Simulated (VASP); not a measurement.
Wanted: the native input for a VASP 6.6.1 run.

- Task: single point
- Functional: LDA
- Potentials or basis: VASP PAW LDA potentials, release 64 (Zn, O)
- Cutoff: 520 eV
- k mesh: 12 × 12 × 6
- Occupations: gaussian, width 0.02 eV
- Spin: no spin polarisation
- Dipole correction: no
- Further INCAR settings: ALGO = Normal; EDIFF = 1e-06; NBANDS = 26

The structure of ZnO lies in POSCAR:

```
ZnO
1.0
    3.1871440039      0.0000000000      0.0000000000
   -1.5935720020      2.7601476729      0.0000000000
    0.0000000000      0.0000000000      5.1522601561
Zn O
2 2
Direct
    0.6666666667      0.3333333333      0.5009539595
    0.3333333333      0.6666666667      0.0009539595
    0.6666666667      0.3333333333      0.8793560405
    0.3333333333      0.6666666667      0.3793560405
```

The input as run:

INCAR

```
SYSTEM = ZnO
PREC = Accurate
ENCUT = 520
EDIFF = 1E-6
ISMEAR = 0
SIGMA = 0.02
LREAL = .FALSE.
LASPH = .TRUE.
NELM = 80
ALGO = Normal
ISIF = 2
LWAVE = .FALSE.
LCHARG = .TRUE.
LELF = .TRUE.
LVHAR = .TRUE.
NBANDS = 26
```

KPOINTS

```
Automatic mesh
0
G
  12 12 6
  0 0 0
```

Potentials or basis: VASP PAW LDA potentials, release 64 (Zn, O).

The run is started by

```console
$ cat potpaw_LDA.64/Zn/POTCAR potpaw_LDA.64/O/POTCAR > POTCAR
$ mpirun -np 1 vasp_std > vasp.out
```

It gave:

* Pressure: 1.1 GPa
* Band gap on the k mesh: 0.81 eV, direct

Wall time 80 s on 1 thread of Intel(R) Xeon(R) Platinum 8259CL CPU @ 2.50GHz (Skylake/Cascade Lake) (shared host), peak memory 0.19 GiB.
